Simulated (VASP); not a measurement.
# CdSe (C2) in VASP: a series of runs

The runs below take CdSe through single point, with PBE.

Everything below comes from runs of VASP 6.6.1. Logs are shortened: lines on timing, memory, paths and dates and some standing lists are left out, and cuts for length are marked.

## 1. The cell of the first run

It takes space group C2 (No. 5, monoclinic). Conventional cell: a = 5.619 Å, b = 6.197 Å, c = 3.687 Å, α = 90.00°, β = 124.63°, γ = 90.00°. Cd (site symmetry 2) has 4 Se at 2.41 to 2.79 Å within 3.2 Å. Se (site symmetry 2) has 4 Cd at 2.41 to 2.79 Å within 3.2 Å.

## 2. Single point, PBE (engineering shear strain xz -0.2200, normal strain along z -0.1000)

INCAR

```
SYSTEM = CdSe
ALGO = Normal
EDIFF = 1E-6
ENCUT = 520
GGA = PE
ISIF = 2
ISMEAR = 0
LASPH = .TRUE.
LCHARG = .TRUE.
LELF = .TRUE.
LREAL = .FALSE.
LVHAR = .TRUE.
LWAVE = .FALSE.
NBANDS = 16
NELM = 60
PREC = Accurate
SIGMA = 0.05
```

KPOINTS

```
k-points
0
G
  10 10 10
  0 0 0
```

POSCAR

```
CdSe
1.0
   -0.3408256141      2.7885732062      3.0984146735
    3.0984146735     -0.3408256141      3.0984146735
    2.7575890594      2.4477475921      0.0000000000
Cd Se
1 1
Direct
    0.0000000000      0.0000000000      0.0000000000
    0.7500000000      0.7500000000      0.7500000000
```

Potentials or basis: VASP PAW PBE potentials, release 64 (Cd, Se).

The run is started by

```bash
$ cat potpaw_PBE.64/Cd/POTCAR potpaw_PBE.64/Se/POTCAR > POTCAR
$ mpirun -np 1 vasp_std > vasp.out
```

OUTCAR:

```text
SYSTEM = CdSe
   EDIFF = 1E-6
   ENCUT = 520
   GGA = PE
   ISIF = 2
   ISMEAR = 0
   LASPH = .TRUE.
   LREAL = .FALSE.
   NELM = 60
   PREC = Accurate

 ion  position               nearest neighbor table
   1  0.000  0.000  0.000-   2 2.41   2 2.41   2 2.79   2 2.79
   2  0.750  0.750  0.750-   1 2.41   1 2.41   1 2.79   1 2.79

  LATTYP: Found a base centered monoclinic cell.
 ALAT       =     5.6186484587
 B/A-ratio  =     1.1029039088
 C/A-ratio  =     0.6562509956
 COS(beta)  =    -0.5682071535

  Lattice vectors:

 A1 = (   0.3408256141,  -2.7885732062,   3.0984146735)
 A2 = (   0.3408256141,  -2.7885732062,  -3.0984146735)
 A3 = (   2.7575890594,   2.4477475921,   0.0000000000)

Analysis of symmetry for initial positions (statically):
=====================================================================
 Subroutine PRICEL returns:
 Original cell was already a primitive cell.

 Routine SETGRP: Setting up the symmetry group for a
 base centered monoclinic supercell.

 Subroutine GETGRP returns: Found  2 space group operations
 (whereof  2 operations were pure point group operations)
 out of a pool of  4 trial point group operations.

The static configuration has the point symmetry C_2 .

Analysis of symmetry for dynamics (positions and initial velocities):
=====================================================================
 Subroutine PRICEL returns:
 Original cell was already a primitive cell.

 Routine SETGRP: Setting up the symmetry group for a
 base centered monoclinic supercell.

 Subroutine GETGRP returns: Found  2 space group operations
 (whereof  2 operations were pure point group operations)
 out of a pool of  4 trial point group operations.

The dynamic configuration has the point symmetry C_2 .

 Subroutine INISYM returns: Found  2 space group operations
 (whereof  2 operations are pure point group operations),
 and found     1 'primitive' translations

----------------------------------------------------------------------------------------

                                     Primitive cell

  volume of cell :      52.8217

  direct lattice vectors                    reciprocal lattice vectors
    -0.340825614  2.788573206  3.098414674    -0.143579851  0.161754516  0.161372848
     3.098414674 -0.340825614  3.098414674     0.143579851 -0.161754516  0.161372848
     2.757589059  2.447747592  0.000000000     0.183564114  0.201738778 -0.161372848

  length of vectors
     4.182400760  4.395055071  3.687243645     0.269853466  0.269853466  0.316915627

  position of ions in fractional coordinates (direct lattice)
     0.000000000  0.000000000  0.000000000
     0.750000000  0.750000000  0.750000000

  ion indices of the primitive-cell ions
   primitive index   ion index
                 1           1
                 2           2

----------------------------------------------------------------------------------------

 KPOINTS: k-points

Automatic generation of k-mesh.
 Grid dimensions read from file:
 generate k-points for:   10   10   10

 Generating k-lattice:

  Cartesian coordinates                     Fractional coordinates (reciprocal lattice)
    -0.014357985  0.016175452  0.016137285     0.100000000 -0.000000000 -0.000000000
     0.014357985 -0.016175452  0.016137285     0.000000000  0.100000000  0.000000000
     0.018356411  0.020173878 -0.016137285     0.000000000  0.000000000  0.100000000

  Length of vectors
     0.026985347  0.026985347  0.031691563

  Shift w.r.t. Gamma in fractional coordinates (k-lattice)
     0.000000000  0.000000000  0.000000000

 Subroutine IBZKPT returns following result:
 ===========================================

 Found    282 irreducible k-points:

 Following reciprocal coordinates:
            Coordinates               Weight
  0.000000  0.000000  0.000000      1.000000
  0.100000 -0.000000 -0.000000      4.000000
  0.200000 -0.000000 -0.000000      4.000000
  0.300000 -0.000000 -0.000000      4.000000
  0.400000 -0.000000 -0.000000      4.000000
  0.500000 -0.000000  0.000000      2.000000
[... 16 lines left out ...]
  0.300000  0.300000  0.000000      2.000000
  0.400000  0.300000 -0.000000      4.000000
 [... further k-points ...]
   k-points           NKPTS =    282   k-points in BZ     NKDIM =    282   number of bands    NBANDS=     16
   number of dos      NEDOS =    301   number of ions     NIONS =      2
   total plane-waves  NPLWV =  32256
   dimension x,y,z NGX =    32 NGY =   36 NGZ =   28
   dimension x,y,z NGXF=    64 NGYF=   72 NGZF=   56
   ions per type =               1   1
   NGX,Y,Z   is equivalent  to a cutoff of  12.72, 13.62, 12.62 a.u.
   NGXF,Y,Z  is equivalent  to a cutoff of  25.44, 27.23, 25.25 a.u.
 SYSTEM =  CdSe
   PREC   = accura    normal or accurate (medium, high low for compatibility)
   ISTART =      0    job   : 0-new  1-cont  2-samecut
   ICHARG =      2    charge: 1-file 2-atom 10-const
   ISPIN  =      1    spin polarized calculation?
   LNONCOLLINEAR =      F non collinear calculations
   LSORBIT =      F    spin-orbit coupling
   LASPH  =      T    aspherical Exc in radial PAW
   ENCUT  =  520.0 eV  38.22 Ry    6.18 a.u.   7.78  8.17  6.86*2*pi/ulx,y,z
   NELM   =     60;   NELMIN=  2; NELMDL= -5     # of ELM steps
   EDIFF  = 0.1E-05   stopping-criterion for ELM
   LREAL  =      F    real-space projection
[... 7 lines left out ...]
   TEBEG  =    0.0;   TEEND  =   0.0 temperature during run
   PSTRESS=    0.0 pullay stress
   NELECT =      18.0000    total number of electrons
   NUPDOWN=      -1.0000    fix difference up-down
   EMIN   =  10.00;   EMAX   =-10.00  energy-range for DOS
   EFERMI =   0.00;   METHOD = LEGACY
   ISMEAR =     0;   SIGMA  =   0.05  broadening in eV -4-tet -1-fermi 0-gaus
   EFERMI_NEDOS =   21; number of points for ismear=-14 and -15
   IALGO  =     38    algorithm
   IMIX   =      4    mixing-type and parameters
     AMIX     =   0.40;   BMIX     =  1.00
     AMIX_MAG =   1.60;   BMIX_MAG =  1.00
  volume/ion in A,a.u.               =      26.41       178.23
  Fermi-wavevector in a.u.,A,eV,Ry     =   1.143479  2.160862 17.790212  1.307544
  Thomas-Fermi vector in A             =   2.280174
   LORBIT       =      0    0 simple, 1 ext, 2 COOP (PROOUT), +10 PAW based schemes
   GGA     = PE    functional components
   LHFCALC =     F    Hartree Fock is set to
   AEXX    =    0.0000 exact exchange contribution
   IVDW    =     0    specifies the selected vdW correction
   LEPSILON=     F    determine dielectric tensor
   LRPA    =     F    only Hartree local field effects (RPA)
 non-spin polarized calculation
 Gauss-broadening in eV      SIGMA  =   0.05
  energy-cutoff  :      520.00
  volume of cell :       52.82
 maximum number of plane-waves:      1441
   NGX = 15   NGY = 17   NGZ = 13

 number of electron      18.0000002 magnetization

 Free energy of the ion-electron system (eV)
  ---------------------------------------------------
  ext. energy  EPLUGINS =         0.00000000
  ---------------------------------------------------
  free energy    TOTEN  =        -4.80817646 eV

  energy without entropy =       -4.80810724  energy(sigma->0) =       -4.80814185

 E-fermi :   2.1151     XC(G=0):  -9.1744

 val. band max:        2.0629312115   @ k =   0.1000  -0.0000  -0.0000
 cond. band min:       2.1321098388   @ k =   0.0000   0.0000   0.0000
 fundamental gap:      0.0691786273
 Fermi energy:         2.1150722786

 k-point     1 :       0.0000    0.0000    0.0000
  band No.  band energies     occupation
      1     -11.6189      2.00000
      2      -6.9044      2.00000
      3      -6.8524      2.00000
      4      -6.6997      2.00000
      5      -6.3743      2.00000
      6      -6.3128      2.00000
[... 8 lines left out ...]
     15      12.0620      0.00000
     16      13.2643      0.00000

 k-point     2 :       0.1000   -0.0000   -0.0000
  band No.  band energies     occupation
      1     -11.5889      2.00000
      2      -6.8974      2.00000
      3      -6.8419      2.00000
      4      -6.6770      2.00000
      5      -6.3703      2.00000
      6      -6.3120      2.00000
[... 8 lines left out ...]
     15      12.5168      0.00000
     16      12.8782      0.00000

 k-point     3 :       0.2000   -0.0000   -0.0000
  band No.  band energies     occupation
      1     -11.5096      2.00000
      2      -6.8794      2.00000
      3      -6.8185      2.00000
      4      -6.6015      2.00000
      5      -6.3559      2.00000
      6      -6.3082      2.00000
[... 8 lines left out ...]
     15      12.5480      0.00000
     16      13.4563      0.00000

 k-point     4 :       0.3000   -0.0000   -0.0000
  band No.  band energies     occupation
      1     -11.4095      2.00000
      2      -6.8581      2.00000
      3      -6.7974      2.00000
      4      -6.4775      2.00000
      5      -6.3256      2.00000
      6      -6.2910      2.00000
[... 8 lines left out ...]
     15      12.4166      0.00000
     16      13.6523      0.00000

 k-point     5 :       0.4000   -0.0000   -0.0000
  band No.  band energies     occupation
      1     -11.3269      2.00000
      2      -6.8420      2.00000
      3      -6.7849      2.00000
      4      -6.3922      2.00000
      5      -6.3067      2.00000
      6      -6.1863      2.00000
[... 8 lines left out ...]
     15      12.4049      0.00000
     16      14.3204      0.00000

 k-point     6 :       0.5000   -0.0000    0.0000
  band No.  band energies     occupation
      1     -11.2950      2.00000
      2      -6.8362      2.00000
      3      -6.7808      2.00000
      4      -6.3738      2.00000
      5      -6.3026      2.00000
      6      -6.1020      2.00000
[... 8 lines left out ...]
     15      12.4956      0.00000
     16      14.1316      0.00000
[... 267 lines left out ...]
 k-point    21 :      -0.3000    0.2000    0.0000
  band No.  band energies     occupation
      1     -11.3002      2.00000
      2      -6.8320      2.00000
      3      -6.7546      2.00000
      4      -6.4284      2.00000
      5      -6.3086      2.00000
      6      -6.1519      2.00000
[... 8 lines left out ...]
     15      12.9962      0.00000
     16      13.6651      0.00000

 k-point    22 :      -0.2000    0.2000    0.0000
  band No.  band energies     occupation
      1     -11.3861      2.00000
      2      -6.8545      2.00000
      3      -6.7792      2.00000
      4      -6.4943      2.00000
      5      -6.3166      2.00000
      6      -6.2542      2.00000
[... 8 lines left out ...]
     15      12.7264      0.00000
     16      13.1839      0.00000

 k-point    23 :       0.3000    0.3000    0.0000
  band No.  band energies     occupation
      1     -11.2876      2.00000
      2      -6.8013      2.00000
      3      -6.7098      2.00000
      4      -6.4643      2.00000
      5      -6.3180      2.00000
      6      -6.2612      2.00000
[... 8 lines left out ...]
     15      13.5902      0.00000
     16      15.8562      0.00000

 k-point    24 :       0.4000    0.3000   -0.0000
  band No.  band energies     occupation
      1     -11.2168      2.00000
      2      -6.7815      2.00000
      3      -6.6986      2.00000
      4      -6.4086      2.00000
      5      -6.2943      2.00000
      6      -6.1707      2.00000
[... 8 lines left out ...]
     15      13.9393      0.00000
     16      15.6946      0.00000

 [... further k-points ...]
[... 5 lines left out ...]
  --------------------------------------------------------------------------------------
  -------------------------------------------------------------------------------------
  Total        3.8385236      3.5700176      3.7430276      4.6515941      0.0000000      0.0000000
  in kB      116.4292549    108.2849926    113.5326922    141.0911327      0.0000000      0.0000000
  external PRESSURE =     112.7489799 kB  Pullay stress =       0.0000000 kB

 VOLUME and BASIS-vectors are now :
 -----------------------------------------------------------------------------
  energy-cutoff  :      520.00
  volume of cell :       52.82
      direct lattice vectors                 reciprocal lattice vectors
    -0.340825614  2.788573206  3.098414674    -0.143579851  0.161754516  0.161372848
     3.098414674 -0.340825614  3.098414674     0.143579851 -0.161754516  0.161372848
     2.757589059  2.447747592  0.000000000     0.183564114  0.201738778 -0.161372848

 POSITION                                       TOTAL-FORCE (eV/Angst)
 -----------------------------------------------------------------------------------
      0.00000      0.00000      0.00000         0.000000      0.000000      2.433999
      4.13638      3.67162      4.64762        -0.000000     -0.000000     -2.433999
 -----------------------------------------------------------------------------------
    total drift:                                0.000000      0.000001     -0.000038

  FREE ENERGIE OF THE ION-ELECTRON SYSTEM (eV)
  ---------------------------------------------------
  free  energy   TOTEN  =        -4.8081764568 eV

  energy  without entropy=       -4.8081072440  energy(sigma->0) =       -4.80814185
```

Run time: 71 s. Hardware: 1 thread of Intel Xeon 6975P-C (Granite Rapids), shared host; peak memory 0.37 GiB.

Results:

```
Free energy            : -4.8082 eV
Pressure               : 11.3 GPa
Largest force          : 2.434 eV/Å
Band gap on the k mesh : 0.07 eV (least direct gap 0.09 eV)
```

Forces in eV/Å, atoms in the order of the input:
```
Cd   0.000  0.000  2.434
Se   0.000  0.000 -2.434
```

Stress tensor (GPa, compression positive):
```
11.64 14.11  0.00
14.11 10.83  0.00
 0.00  0.00 11.35
```

Levels at points of the mesh, in eV from the valence-band top:
```csv
k point,band 6,band 7,band 8,band 9,band 10,band 11,band 12,band 13
"(0.00, 0.00, 0.00)",-8.38,-1.15,-0.93,-0.02,0.07,3.99,5.94,7.33
"(0.50, 0.00, 0.00)",-8.16,-5.30,-1.44,-0.50,1.99,5.74,6.52,7.89
"(0.50, 0.50, 0.00)",-8.06,-5.14,-3.31,-1.22,1.72,4.82,8.35,9.22
"(0.00, 0.00, 0.50)",-7.96,-5.31,-2.04,-1.44,1.41,5.12,5.83,7.25
"(0.50, 0.00, 0.50)",-7.84,-4.63,-2.91,-2.71,2.28,2.56,7.81,8.93
"(0.00, 0.50, 0.50)",-8.04,-5.17,-2.39,-2.34,2.64,3.53,7.38,8.93
```

Caveat: the cell differs from its parent crystal (engineering shear strain xz -0.2200, normal strain along z -0.1000); the cell stands under pressure; semilocal functionals underestimate gaps, and a narrow one can read as zero; forces of over 1 eV/Å act on the atoms, so gaps and moduli don't describe the material at rest.

## 3. Single point, PBE (engineering shear strain xz -0.1467, normal strain along z -0.1000)

INCAR

```
PREC     = Accurate       # precision mode
ENCUT    = 520            # plane-wave cutoff, eV
EDIFF    = 1E-7           # SCF threshold, eV
ISMEAR   = 0              # smearing method
SIGMA    = 0.05           # smearing width, eV
LREAL    = False          # projectors in reciprocal space
LASPH    = True           # aspherical terms in the spheres
NELM     = 60             # most SCF steps
ALGO     = Normal         # electronic algorithm
ISIF     = 2              # what is computed and relaxed
LWAVE    = False          # write WAVECAR
LCHARG   = False          # write CHGCAR
GGA      = PE             # functional
NBANDS   = 16             # bands
```

KPOINTS

```
Automatic mesh
0
Gamma
  10 10 10
```

POSCAR

```
CdSe
1.0
   -0.2272687163      2.7885732062      3.0984146735
    3.0984146735     -0.2272687163      3.0984146735
    2.8711459572      2.5613044898      0.0000000000
Cd Se
1 1
Direct
    0.0000000000      0.0000000000      0.0000000000
    0.7500000000      0.7500000000      0.7500000000
```

Potentials or basis: VASP PAW PBE potentials, release 64 (Cd, Se).

The run is started by

```bash
$ cat potpaw_PBE.64/Cd/POTCAR potpaw_PBE.64/Se/POTCAR > POTCAR
$ mpirun -np 1 vasp_std > vasp.out
```

Wall time 79 s (1 thread of Intel Xeon 6975P-C (Granite Rapids), shared host); peak memory 0.37 GiB.

Results (log left out):

| Item | Value |
| --- | --- |
| Free energy | -5.1314 eV |
| Pressure | 8.3 GPa |
| Largest force | 1.496 eV/Å |
| Band gap on the k mesh | 0.23 eV |

Forces in eV/Å, atoms in the order of the input:
```
Cd   0.000  0.000  1.496
Se   0.000  0.000 -1.496
```

Stress tensor (GPa, compression positive):
```
8.37 9.08 0.00
9.08 8.45 0.00
0.00 0.00 8.16
```

Levels at points of the mesh, in eV from the valence-band top:
```
           k point  band 6  band 7  band 8  band 9  band 10  band 11  band 12  band 13
(0.00, 0.00, 0.00)   -8.13   -0.74   -0.66    0.00     0.23     4.61     5.82     6.78
(0.50, 0.00, 0.00)   -7.89   -5.09   -1.27   -0.63     2.16     5.82     6.85     7.46
(0.50, 0.50, 0.00)   -7.82   -4.93   -2.87   -1.49     2.26     4.41     8.54     9.41
(0.00, 0.00, 0.50)   -7.75   -5.10   -1.73   -1.21     1.69     5.46     6.08     7.38
(0.50, 0.00, 0.50)   -7.62   -4.36   -2.73   -2.64     2.44     2.75     8.52     9.57
(0.00, 0.50, 0.50)   -7.81   -4.94   -2.29   -2.16     2.78     3.71     7.98     9.27
```

Caveat: the cell differs from its parent crystal (engineering shear strain xz -0.1467, normal strain along z -0.1000); the cell stands under pressure; semilocal functionals underestimate gaps, and a narrow one can read as zero; forces of over 1 eV/Å act on the atoms, so gaps and moduli don't describe the material at rest.

## 4. Single point, PBE (engineering shear strain xz -0.1467, normal strain along z +0.1000)

INCAR

```
SYSTEM = CdSe
ALGO = Normal ; EDIFF = 1E-6
ENCUT = 520 ; GGA = PE
ISIF = 2 ; ISMEAR = 0
LASPH = .TRUE. ; LCHARG = .FALSE.
LREAL = .FALSE. ; LWAVE = .FALSE.
NBANDS = 16 ; NELM = 100
PREC = Accurate ; SIGMA = 0.05
```

KPOINTS

```
k-points
0
G
  10 10 10
  0 0 0
```

POSCAR

```
CdSe
1.0
   -0.2272687163      3.4082561409      3.0984146735
    3.0984146735     -0.2272687163      3.0984146735
    2.8711459572      3.1809874245      0.0000000000
Cd Se
1 1
Direct
    0.0000000000      0.0000000000      0.0000000000
    0.7500000000      0.7500000000      0.7500000000
```

The run is started by

```bash
$ cat potpaw_PBE.64/Cd/POTCAR potpaw_PBE.64/Se/POTCAR > POTCAR
$ mpirun -np 1 vasp_std > vasp.out
```

Wall time 5 min (1 thread of Intel Xeon 8259CL, shared host); peak memory 0.43 GiB.

Results (log left out):

| Quantity | Value |
| --- | --- |
| Free energy | -5.3194 eV |
| Pressure | -2.3 GPa |
| Largest force | 0.350 eV/Å |
| Band gap on the k mesh | 0.35 eV |

Forces in eV/Å, atoms in the order of the input:
```
Cd   0.000  0.000  0.350
Se   0.000  0.000 -0.350
```

Stress tensor (GPa, compression positive):
```
-1.59  3.49  0.00
 3.49 -3.47  0.00
 0.00  0.00 -1.85
```

Levels at points of the mesh, in eV from the valence-band top:
| k point | band 5 | band 6 | band 7 | band 8 | band 9 | band 10 | band 11 | band 12 | band 13 | band 14 |
| --- | --- | --- | --- | --- | --- | --- | --- | --- | --- | --- |
| (0.00, 0.00, 0.00) | -7.51 | -7.50 | -0.40 | -0.36 | 0.00 | 0.35 | 5.14 | 5.85 | 6.57 | 9.08 |
| (0.50, 0.00, 0.00) | -7.48 | -7.34 | -3.70 | -0.66 | -0.40 | 2.22 | 5.85 | 6.59 | 6.92 | 9.71 |
| (0.50, 0.50, 0.00) | -7.46 | -7.23 | -3.46 | -1.98 | -1.21 | 2.60 | 3.82 | 8.50 | 8.58 | 9.52 |
| (0.00, 0.00, 0.50) | -7.47 | -7.27 | -3.81 | -1.07 | -0.68 | 1.76 | 5.61 | 6.53 | 7.18 | 9.38 |
| (0.50, 0.00, 0.50) | -7.48 | -7.32 | -3.92 | -1.33 | -1.28 | 3.40 | 3.77 | 7.47 | 9.01 | 9.76 |
| (0.00, 0.50, 0.50) | -7.47 | -7.22 | -3.49 | -1.70 | -1.55 | 3.11 | 3.15 | 7.68 | 8.87 | 9.57 |

Caveat: the cell differs from its parent crystal (engineering shear strain xz -0.1467, normal strain along z +0.1000); semilocal functionals underestimate gaps, and a narrow one can read as zero.

(Continued in part 2 of 2.)
